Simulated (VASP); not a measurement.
Set up this calculation in VASP 6.6.1, as the native input.

| Quantity | Value |
| --- | --- |
| Task | single point |
| Functional | PBE |
| Potentials or basis | VASP PAW PBE potentials, release 64 (Bi_d, Se) |
| Cutoff | 520 eV |
| k mesh | 8 × 8 × 8 |
| Occupations | fermi-dirac, width 0.05 eV |
| Spin | no spin polarisation |
| Dipole correction | no |
| Further INCAR settings | ALGO = Normal; EDIFF = 1e-06; NBANDS = 32 |

The structure of Bi2Se3 (Paraguanajuatite) lies in POSCAR:

```
Bi2Se3
1.0
    2.0987597050      1.2117194806      9.6709442292
   -2.0987597050      1.2117194806      9.6709442292
    0.0000000000     -2.4234389614      9.6709442292
Bi Se
2 3
Direct
    0.5992000000      0.5992000000      0.5992000000
    0.4008000000      0.4008000000      0.4008000000
    0.7883000000      0.7883000000      0.7883000000
    0.2117000000      0.2117000000      0.2117000000
    0.0000000000      0.0000000000      0.0000000000
```

These files were run (other wordings do the same):

INCAR

```
PREC = Accurate
ENCUT = 520
EDIFF = 1E-6
ISMEAR = -1
SIGMA = 0.05
LREAL = False
LASPH = True
NELM = 100
ALGO = Normal
ISIF = 2
LWAVE = False
LCHARG = False
GGA = PE
NBANDS = 32
```

KPOINTS

```
Automatic mesh
0
Gamma
  8 8 8
```

Potentials or basis: VASP PAW PBE potentials, release 64 (Bi_d, Se).

Command:

```sh
$ cat potpaw_PBE.64/Bi_d/POTCAR potpaw_PBE.64/Se/POTCAR > POTCAR
$ mpirun -np 1 vasp_std > vasp.out
```

Results of the run:

* Pressure: 0.1 GPa
* Largest force: 0.122 eV/Å
* Band gap on the k mesh: 0.24 eV, direct

Caveat: spin-orbit coupling is left out, which moves the levels of the heavy elements.

Wall time 18 min on 1 thread of Intel(R) Xeon(R) 6975P-C (Granite Rapids) (shared host), peak memory 1 GiB.
